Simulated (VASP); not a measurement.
Set up this calculation in VASP 6.6.1, as the native input.

- Task: single point
- Functional: PBEsol
- Potentials or basis: VASP PAW PBE potentials, release 64 (Ir, S)
- Cutoff: 520 eV
- k mesh: 10 × 10 × 10
- Occupations: gaussian, width 0.05 eV
- Spin: no spin polarisation
- Dipole correction: no
- Further INCAR settings: ALGO = Normal; EDIFF = 1e-06; NBANDS = 14

The structure of IrS lies in POSCAR:

```
IrS
1.0
    0.0000000000      2.4426881431      2.4426881431
    2.4426881431      0.0000000000      2.4426881431
    2.4426881431      2.4426881431      0.0000000000
Ir S
1 1
Direct
    0.5000000000      0.5000000000      0.5000000000
    0.0000000000      0.0000000000      0.0000000000
```

These files were run (other wordings do the same):

INCAR

```
PREC = Accurate ; ENCUT = 520
EDIFF = 1E-6 ; ISMEAR = 0
SIGMA = 0.05 ; LREAL = F
LASPH = T ; NELM = 100
ALGO = Normal ; ISIF = 2
LWAVE = F ; LCHARG = F
GGA = PS ; NBANDS = 14
```

KPOINTS

```
regular mesh
0
Gamma
  10 10 10
```

Potentials or basis: VASP PAW PBE potentials, release 64 (Ir, S).

The run is started by

```bash
$ cat potpaw_PBE.64/Ir/POTCAR potpaw_PBE.64/S/POTCAR > POTCAR
$ mpirun -np 1 vasp_std > vasp.out
```

It gave:

* Pressure: 0.2 GPa

Caveat: the PAW data sets were made with another functional, which shifts forces and pressure a little.

It took 18 s on 1 thread of AMD EPYC 7R43 64-Core Processor (Zen 3) (shared host), peak memory 0.14 GiB.
